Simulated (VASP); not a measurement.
Crystal: LiH.

```
CELL_PARAMETERS angstrom
0.00000 1.99517 1.99517
1.99517 0.00000 1.99517
1.99517 1.99517 0.00000
ATOMIC_POSITIONS crystal
Li 0.00000 0.00000 0.00000
H 0.50000 0.50000 0.50000
```

Program: VASP 6.6.1. Alike in all runs: task single point; no spin polarisation; cell as given; cutoff (eV) 520.

**Question.** Order these runs on this cell by their band gap on the k mesh, lowest first.
A. level LDA; potentials or basis VASP PAW LDA potentials, release 64 (Li_sv, H); k mesh 11 × 11 × 11; smearing fermi-dirac 0.05 eV
B. level PBE; potentials or basis VASP PAW PBE potentials, release 64 (Li_sv, H); k mesh 11 × 11 × 11; smearing fermi-dirac 0.05 eV
C. level HSE06; potentials or basis VASP PAW PBE potentials, release 64 (Li_sv, H); k mesh 6 × 6 × 6; smearing fermi-dirac 0.05 eV; grid for exact exchange (PRECFOCK) Normal; screening parameter 0.2079 1/Å
D. level PBE exchange alone; potentials or basis VASP PAW PBE potentials, release 64 (Li_sv, H); k mesh 11 × 11 × 11; smearing gaussian 0.01 eV
E. level HF; potentials or basis VASP PAW PBE potentials, release 64 (Li_sv, H); k mesh 7 × 7 × 7; smearing fermi-dirac 0.01 eV; grid for exact exchange (PRECFOCK) Normal

**Answer.** A (2.80 eV), B (3.17 eV), D (3.68 eV), C (3.96 eV), E (11.59 eV).

Caveats: some runs use coarse meshes.

A k mesh can miss the band edges, odd and even meshes differently.
